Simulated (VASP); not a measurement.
# Re (P6_3/mmc) in VASP: further runs, part 2 of 2

VASP 6.6.1. Earlier steps stand in the parts before.

**3. Single point, BLYP+D3(BJ)**

This run uses another cell than the first one, of 14.77 Å³/atom, 1.009 times its volume.

Contents of INCAR:

```
SYSTEM = Re
PREC = Accurate
ENCUT = 520
EDIFF = 1E-7
ISMEAR = -1
SIGMA = 0.05
LREAL = .False.
LASPH = .True.
NELM = 100
ALGO = Normal
ISIF = 2
LWAVE = .False.
LCHARG = .True.
GGA = B5
ALDAX = 1.0
AGGAX = 1.0
AGGAC = 1.0
ALDAC = 0.0
IVDW = 12
VDW_S6 = 1.0
VDW_S8 = 2.6996
VDW_A1 = 0.4298
VDW_A2 = 4.2359
LELF = .True.
LVHAR = .True.
NBANDS = 22
```

Contents of KPOINTS:

```
Automatic mesh
0
Gamma
  11 11 3
  0 0 0
```

Contents of POSCAR:

```
Re
1.0
    2.7648913936      0.0000000000      0.0000000000
   -1.3824456968      2.3944661856      0.0000000000
    0.0000000000      0.0000000000      8.9257085508
Re
4
Direct
    0.6666666667      0.3333333333      0.7500000000
    0.0000000000      0.0000000000      0.5000000000
    0.3333333333      0.6666666667      0.2500000000
    0.0000000000      0.0000000000      0.0000000000
```

Potentials or basis: VASP PAW PBE potentials, release 64 (Re).

Run with:

```sh
$ cat potpaw_PBE.64/Re/POTCAR > POTCAR
$ mpirun -np 1 vasp_std > vasp.out
```

OUTCAR:

```text
SYSTEM = Re
   PREC = Accurate
   ENCUT = 520
   EDIFF = 1E-7
   ISMEAR = -1
   LREAL = .False.
   LASPH = .True.
   NELM = 100
   ISIF = 2
   GGA = B5
   IVDW = 12
 IVDW          = 12

 ion  position               nearest neighbor table
   1  0.667  0.333  0.750-   2 2.74   4 2.74   2 2.74   4 2.74   2 2.74   4 2.74
   2  0.000  0.000  0.500-   1 2.74   3 2.74   1 2.74   3 2.74   1 2.74   3 2.74
   3  0.333  0.667  0.250-   2 2.74   4 2.74   2 2.74   4 2.74   2 2.74   4 2.74
   4  0.000  0.000  0.000-   1 2.74   3 2.74   1 2.74   3 2.74   1 2.74   3 2.74

  LATTYP: Found a hexagonal cell.
 ALAT       =     2.7648913936
 C/A-ratio  =     3.2282311600

  Lattice vectors:

 A1 = (   2.7648913936,   0.0000000000,   0.0000000000)
 A2 = (  -1.3824456968,   2.3944661856,   0.0000000000)
 A3 = (   0.0000000000,   0.0000000000,   8.9257085508)

Analysis of symmetry for initial positions (statically):
=====================================================================
 Subroutine PRICEL returns:
 Original cell was already a primitive cell.

 Routine SETGRP: Setting up the symmetry group for a
 hexagonal supercell.

 Subroutine GETGRP returns: Found 24 space group operations
 (whereof 12 operations were pure point group operations)
[... 174 lines left out ...]
 fundamental gap:      0.0244202865
 Fermi energy:         8.5368448465

 k-point     1 :       0.0000    0.0000    0.0000
  band No.  band energies     occupation
      1      -1.2081      2.00000
      2       1.0773      2.00000
      3       1.1612      2.00000
      4       1.9174      2.00000
      5       6.0339      2.00000
      6       6.1331      2.00000
[... 589 lines left out ...]
     21      11.4870      0.00000
     22      12.1742      0.00000

 [... further k-points ...]

------------------------ aborting loop because EDIFF is reached ----------------------------------------

 Edisp (eV)   -6.34871

 E8    (eV) :    -4.9733

  FORCE on cell =-STRESS in cart. coord.  units (eV):
  Direction    XX          YY          ZZ          XY          YZ          ZX
  --------------------------------------------------------------------------------------
  -------------------------------------------------------------------------------------
  Total       0.89413     0.89413     0.85633     0.00000    -0.00000     0.00000
  in kB      24.24267    24.24267    23.21795     0.00000    -0.00000     0.00000
  external pressure =       23.90 kB  Pullay stress =        0.00 kB

 VOLUME and BASIS-vectors are now :
 -----------------------------------------------------------------------------
  energy-cutoff  :      520.00
  volume of cell :       59.09
      direct lattice vectors                 reciprocal lattice vectors
     2.764891394  0.000000000  0.000000000     0.361677859  0.208814809  0.000000000
    -1.382445697  2.394466186  0.000000000     0.000000000  0.417629619  0.000000000
     0.000000000  0.000000000  8.925708551     0.000000000  0.000000000  0.112035923

 POSITION                                       TOTAL-FORCE (eV/Angst)
 -----------------------------------------------------------------------------------
      1.38245      0.79816      6.69428         0.000000     -0.000000      0.000000
      0.00000      0.00000      4.46285        -0.000000      0.000000      0.000000
     -0.00000      1.59631      2.23143         0.000000      0.000000     -0.000000
      0.00000      0.00000      0.00000        -0.000000      0.000000      0.000000
 -----------------------------------------------------------------------------------
    total drift:                               -0.000000      0.000000      0.000000

  FREE ENERGIE OF THE ION-ELECTRON SYSTEM (eV)
  ---------------------------------------------------
  free  energy   TOTEN  =       -49.2190085286 eV

  energy  without entropy=      -49.1952330937  energy(sigma->0) =      -49.20712081
```

stdout:

```text
POSCAR found type information on POSCAR Re
 POSCAR found :  1 types and       4 ions
 scaLAPACK will be used
 -----------------------------------------------------------------------------
|                                                                             |
|                                                                             |
|     You enforced a specific xc type in the INCAR file but a different       |
|     I HOPE YOU KNOW WHAT YOU ARE DOING!                                     |
|                                                                             |
 -----------------------------------------------------------------------------

 LDA part: xc-table for (Slater(with rela. corr.)+VWN5), standard interpolation
 POSCAR, INCAR and KPOINTS ok, starting setup
 FFT: planning ... GRIDC
 FFT: planning ... GRID_SOFT
 FFT: planning ... GRID
 WAVECAR not read
 entering main loop
```

Wall time 46 s (1 thread of Intel Xeon 6975P-C (Granite Rapids), shared host); peak memory 0.21 GiB.

Results:

```yaml
Free_energy: -49.2190 eV
Pressure: 2.4 GPa
Band_gap_on_the_k_mesh: zero (band 14 reaches 9.71 eV, above the bottom of band 15 at 7.16 eV)
Dispersion_energy_per_atom: -1.587 eV
```

Caveat: the PAW data sets were made with another functional, which shifts forces and pressure a little; spin-orbit coupling is left out, which moves the levels of the heavy elements; pairwise dispersion overbinds metals, which lowers pressure and volume.

**4. Single point, BLYP+D4**

This run uses another cell than the first one, of 14.92 Å³/atom, 1.020 times its volume.

Contents of INCAR:

```
PREC = Accurate ; ENCUT = 520
EDIFF = 1E-6 ; ISMEAR = -1
SIGMA = 0.05 ; LREAL = False
LASPH = True ; NELM = 100
ALGO = Fast ; ISIF = 2
LWAVE = False ; LCHARG = False
GGA = B5 ; ALDAX = 1.0
AGGAX = 1.0 ; AGGAC = 1.0
ALDAC = 0.0 ; IVDW = 13
VDW_S6 = 1.0 ; VDW_S8 = 2.34076671
VDW_A1 = 0.44488865 ; VDW_A2 = 4.0933009
NBANDS = 22
```

Contents of KPOINTS:

```
regular mesh
0
Gamma
  11 11 3
```

Contents of POSCAR:

```
Re
1.0
    2.7741630019      0.0000000000      0.0000000000
   -1.3870815009      2.4024956339      0.0000000000
    0.0000000000      0.0000000000      8.9557544973
Re
4
Direct
    0.6666666667      0.3333333333      0.7500000000
    0.0000000000      0.0000000000      0.5000000000
    0.3333333333      0.6666666667      0.2500000000
    0.0000000000      0.0000000000      0.0000000000
```

Run with:

```sh
$ cat potpaw_PBE.64/Re/POTCAR > POTCAR
$ mpirun -np 1 vasp_std > vasp.out
```

It took 54 s on 1 thread of Intel Xeon 6975P-C (Granite Rapids), shared host; peak memory 0.2 GiB.

Results (log left out):

```
Free energy                : -48.2216 eV
Pressure                   : 2.2 GPa
Band gap on the k mesh     : zero (band 14 reaches 9.56 eV, above the bottom of band 15 at 7.06 eV)
Dispersion energy per atom : -1.321 eV
```

Levels at points of the mesh, in eV from the Fermi level:
```
           k point  band 10  band 11  band 12  band 13  band 14  band 15  band 16  band 17  band 18  band 19
(0.00, 0.00, 0.00)    -1.92    -1.66    -1.25    -1.25    -1.15    -1.15     0.56     0.56     0.81     1.42
```

Caveat: the PAW data sets were made with another functional, which shifts forces and pressure a little; spin-orbit coupling is left out, which moves the levels of the heavy elements; pairwise dispersion overbinds metals, which lowers pressure and volume.

**5. Summary**

| level | cell | gap on the mesh (eV) | pressure (GPa) |
| --- | --- | --- | --- |
| revPBE+D4 | a = 2.754, b = 2.754, c = 8.910 Å, angles 90.0, 90.0, 120.0°, 4 atoms | none | -0.5 |
| BLYP+D3(BJ) | a = 2.765, b = 2.765, c = 8.926 Å, angles 90.0, 90.0, 120.0°, 4 atoms | none | 2.4 |
| BLYP+D4 | a = 2.774, b = 2.774, c = 8.956 Å, angles 90.0, 90.0, 120.0°, 4 atoms | none | 2.2 |

Alike in all rows: task single point; potentials or basis VASP PAW PBE potentials, release 64 (Re); no spin polarisation; k mesh 11 × 11 × 3; cutoff (eV) 520; smearing fermi-dirac 0.05 eV.

Caveats: the PAW data sets were made with another functional, which shifts forces and pressure a little; spin-orbit coupling is left out, which moves the levels of the heavy elements; pairwise dispersion overbinds metals, which lowers pressure and volume.

Absolute energies hang on the potentials; compare differences alone.
